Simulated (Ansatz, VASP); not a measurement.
## Ga2O3 in VASP and in Ansatz

```
CELL_PARAMETERS angstrom
2.52872 1.42590 4.53009
-2.52872 1.42590 4.53009
0.00000 -2.95398 4.56293
ATOMIC_POSITIONS crystal
Ga 0.35587 0.35587 0.35587
Ga 0.14413 0.14413 0.14413
Ga 0.64413 0.64413 0.64413
Ga 0.85587 0.85587 0.85587
O 0.55317 0.94683 0.25000
O 0.25000 0.55317 0.94683
O 0.94683 0.25000 0.55317
O 0.44683 0.05317 0.75000
O 0.75000 0.44683 0.05317
O 0.05317 0.75000 0.44683
```

Change from the starting cell: strain -0.0150 x Voigt [0, 0, 0, 1, 0, 0], atoms carried along.

Alike in both runs: task single point; functional PBE; k mesh 6 × 6 × 6; occupations gaussian, width 0.05 eV; no spin polarisation.

|  | VASP | Ansatz |
| --- | --- | --- |
| version | VASP 6.6.1 | Ansatz 0.2.0 |
| potentials or method | VASP PAW PBE potentials, release 64 (Ga_d, O), cutoff 520 eV | scalar-relativistic, plane waves, PAW |
| valence electrons in the cell | 88 | 88 |

```tsv
	VASP	Ansatz	Ansatz less VASP
gap on the k mesh at the Fermi level (eV)	2.39	2.39	+0.009
least direct gap on the mesh (eV)	2.62	2.63	+0.008
pressure (GPa)	1.1	0.1	-1.00
traceless stress, the component that is largest in VASP (GPa)	1.35	1.33	-0.018
rms of the force components (eV/Å)	0.043	0.043	+0.0004
```

Atom by atom the forces differ by 0.004 eV/Å (rms over components). The functional is the same, so the differences come from potentials, cutoffs and numerics.
